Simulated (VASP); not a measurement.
Input of a VASP 6.6.1 run:

INCAR

```
SYSTEM = Hf
  PREC = Accurate
  ENCUT = 520
  EDIFF = 1E-7
  ISMEAR = 0
  SIGMA = 0.1
  LREAL = .False.
  LASPH = .True.
  NELM = 60
  ALGO = Normal
  ISIF = 2
  LWAVE = .False.
  LCHARG = .True.
  GGA = PE
  LELF = .True.
  LVHAR = .True.
  NBANDS = 17
```

KPOINTS

```
Automatic mesh
0
Gamma
  18 18 8
  0 0 0
```

POSCAR

```
Hf
1.0
    3.2048090650      0.0000000000      0.0000000000
   -1.6024045325      2.7754460646      0.0000000000
    0.0000000000      0.0000000000      5.0683690412
Hf
2
Direct
    0.3333333333      0.6666666667      0.2500000000
    0.6666666667      0.3333333333      0.7500000000
```

Potentials or basis: VASP PAW PBE potentials, release 64 (Hf_pv).

Run with:

```sh
$ cat potpaw_PBE.64/Hf_pv/POTCAR > POTCAR
$ mpirun -np 1 vasp_std > vasp.out
```

Problem. Predict the band gap on the k mesh.

Solution. Zero (band 10 reaches 6.04 eV, above the bottom of band 11 at 4.45 eV).

Problem. Estimate the pressure.

Solution. -0.5 GPa.

Stress tensor (GPa, compression positive):
```
-0.45  0.00  0.00
 0.00 -0.45  0.00
 0.00  0.00 -0.53
```

Caveat: spin-orbit coupling is left out, which moves the levels of the heavy elements.
